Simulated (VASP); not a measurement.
Wanted: the native input for a VASP 6.6.1 run.

```
Task                   : single point
Functional             : PBE
Potentials or basis    : VASP PAW PBE potentials, release 64 (Al, Ni)
Cutoff                 : 520 eV
k mesh                 : 6 × 6 × 6
Occupations            : gaussian, width 0.1 eV
Spin                   : collinear spin, ferrimagnetic start
Starting moments       : [0.0, 2.0, 2.0, -2.0] μB
Dipole correction      : no
Further INCAR settings : ALGO = Normal; EDIFF = 1e-06; NBANDS = 28
```

The structure of AlNi3 lies in POSCAR:

```
AlNi3
1.0
   -2.3542476100      2.3542476100      2.3542476100
    2.3542476100     -2.3542476100      2.3542476100
    2.3542476100      2.3542476100     -2.3542476100
Al Ni
1 3
Direct
    0.0000000000      0.0000000000      0.0000000000
    0.0000000000      0.5000000000      0.5000000000
    0.5000000000      0.0000000000      0.5000000000
    0.5000000000      0.5000000000      0.0000000000
```

The input as run:

INCAR

```
SYSTEM = AlNi3
ALGO     = Normal         ! electronic algorithm
EDIFF    = 1E-6           ! SCF threshold, eV
ENCUT    = 520            ! plane-wave cutoff, eV
GGA      = PE             ! functional
ISIF     = 2              ! what is computed and relaxed
ISMEAR   = 0              ! smearing method
ISPIN    = 2              ! spin polarisation
LASPH    = .True.         ! aspherical terms in the spheres
LCHARG   = .False.        ! write CHGCAR
LMAXMIX  = 4              ! l up to which the mixer works
LORBIT   = 11             ! projections on sites
LREAL    = .False.        ! projectors in reciprocal space
LWAVE    = .False.        ! write WAVECAR
MAGMOM   = 0 2 2 -2       ! initial moments
NBANDS   = 28             ! bands
NELM     = 150            ! most SCF steps
PREC     = Accurate       ! precision mode
SIGMA    = 0.1            ! smearing width, eV
```

KPOINTS

```
k-points
0
Gamma
  6 6 6
  0 0 0
```

Potentials or basis: VASP PAW PBE potentials, release 64 (Al, Ni).

Command:

```console
$ cat potpaw_PBE.64/Al/POTCAR potpaw_PBE.64/Ni/POTCAR > POTCAR
$ mpirun -np 1 vasp_std > vasp.out
```

It gave:

* Pressure: 2.5 GPa
* Net moment: 0.25 μB per cell
* Site moments: Al +0.00; Ni +0.09 μB
* Valence electrons inside the program's atomic spheres: Al 0.81; Ni 9.34

It took 93 s on 1 thread of Intel Xeon 6975P-C, on a shared host, peak memory 0.22 GiB.
